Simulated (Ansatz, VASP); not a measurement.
# Ag in VASP and in Ansatz

```
CELL_PARAMETERS angstrom
6.61277 0.00000 0.00000
0.00000 6.61277 0.00000
0.00000 0.00000 2.70400
ATOMIC_POSITIONS crystal
Ag 0.20377 0.50000 0.00000
Ag 0.79623 0.50000 0.00000
Ag 0.50000 0.20377 0.00000
Ag 0.50000 0.79623 0.00000
```

Alike in both runs: functional PBE; k mesh 4 × 4 × 4; occupations gaussian, width 0.1 eV; no spin polarisation.

Ansatz relaxed the structure, and its values are those at the end. VASP's run is a single point on that final structure, the one shown.

|  | VASP | Ansatz |
| --- | --- | --- |
| version | VASP 6.6.1 | Ansatz 0.2.0 |
| potentials or method | VASP PAW PBE potentials, release 64 (Ag), cutoff 520 eV | scalar-relativistic, plane waves, PAW |
| valence electrons in the cell | 44 | 76 |

VASP gave:

* gap on the k mesh at the Fermi level (eV): none
* pressure (GPa): 0.0

Estimate Ansatz's values.

gap on the k mesh at the Fermi level (eV): none; pressure (GPa): 0.1.

A gap of «none» marks a metal or a gap that the smearing closes. With one functional, cell and mesh, what is left measures potentials, basis and numerics. VASP's potentials hold 44 valence electrons a cell and Ansatz's 76, so a difference there can come from the potentials and not from the codes.

The k mesh is coarse, so the values compare programs but aren't converged.
